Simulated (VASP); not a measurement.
Set up this calculation in VASP 6.6.1, as the native input.

```
Task                   : single point
Functional             : r2SCAN
Potentials or basis    : VASP PAW PBE potentials, release 64 (Pd, Ni, O)
Cutoff                 : 520 eV
k mesh                 : 7 × 7 × 7
Occupations            : gaussian, width 0.05 eV
Spin                   : collinear spin, ferromagnetic start
Starting moments       : [0.0, 4.0, 0.0, 0.0] μB
Fixed moment           : 4 μB
Hubbard terms          : Ni d U = 6.0 eV, Pd d U = 6.0 eV
Dipole correction      : no
Further INCAR settings : ALGO = Normal; EDIFF = 1e-06; NBANDS = 28
```

Crystal: NiPdO2.

```
CELL_PARAMETERS angstrom
1.63597 0.94453 6.17674
-1.63597 0.94453 6.17674
0.00000 -1.88906 6.17674
ATOMIC_POSITIONS crystal
Pd 0.00000 0.00000 0.00000
Ni 0.50000 0.50000 0.50000
O 0.10660 0.10660 0.10660
O 0.89340 0.89340 0.89340
```

The input as run:

POSCAR

```
NiPdO2
1.0
    1.6359725900      0.9445292100      6.1767413800
   -1.6359725900      0.9445292100      6.1767413800
    0.0000000000     -1.8890584300      6.1767413800
Pd Ni O
1 1 2
Direct
    0.0000000000      0.0000000000      0.0000000000
    0.5000000000      0.5000000000      0.5000000000
    0.1066000000      0.1066000000      0.1066000000
    0.8934000000      0.8934000000      0.8934000000
```

INCAR.step1

```
  PREC = Accurate
  ENCUT = 520
  ISMEAR = 0
  SIGMA = 0.05
  LREAL = False
  LASPH = True
  NELM = 150
  ISPIN = 2
  MAGMOM = 0 4 0 0
  NUPDOWN = 4.0
  LMAXMIX = 4
  LDAU = True
  LDAUTYPE = 2
  LDAUL = 2 2 -1
  LDAUU = 6 6 0
  LDAUJ = 0 0 0
  NBANDS = 28
  GGA = PE
  ALGO = Normal
  EDIFF = 1E-4
  LWAVE = True
  LCHARG = False
```

INCAR.step2

```
  PREC = Accurate
  ENCUT = 520
  EDIFF = 1E-6
  ISMEAR = 0
  SIGMA = 0.05
  LREAL = False
  LASPH = True
  NELM = 150
  ALGO = Normal
  ISIF = 2
  LWAVE = False
  LCHARG = False
  ISPIN = 2
  MAGMOM = 0 4 0 0
  LORBIT = 11
  NUPDOWN = 4.0
  LMAXMIX = 4
  LDAU = True
  LDAUTYPE = 2
  LDAUL = 2 2 -1
  LDAUU = 6 6 0
  LDAUJ = 0 0 0
  LDAUPRINT = 1
  METAGGA = R2SCAN
  LMIXTAU = True
  NBANDS = 28
  ISTART = 1
```

KPOINTS

```
Automatic mesh
0
Gamma
  7 7 7
```

Potentials or basis: VASP PAW PBE potentials, release 64 (Pd, Ni, O).

Command:

```sh
$ cat potpaw_PBE.64/Pd/POTCAR potpaw_PBE.64/Ni/POTCAR potpaw_PBE.64/O/POTCAR > POTCAR
$ cp INCAR.step1 INCAR
$ mpirun -np 1 vasp_std > vasp.out
$ cp INCAR.step2 INCAR
$ mpirun -np 1 vasp_std > vasp.out
```

Results of the run:

```
Pressure                                              : -15.9 GPa
Largest force                                         : 0.150 eV/Å
Net moment                                            : 4.00 μB per cell
Site moments                                          : Pd +1.21; Ni +1.90; O +0.42 μB
Valence electrons inside the program's atomic spheres : Pd 9.56; Ni 8.64; O 4.92
```

Caveat: the cell stands under tension; the PAW data sets were made with another functional, which shifts forces and pressure a little; the total moment is fixed, so each spin has its own Fermi level and the state may be an excited one; a cell with one magnetic atom can't hold antiferromagnetic order, which such compounds often take.

Run time: 44 min on 1 thread of AMD EPYC 7R13, on a shared host, peak memory 0.54 GiB.
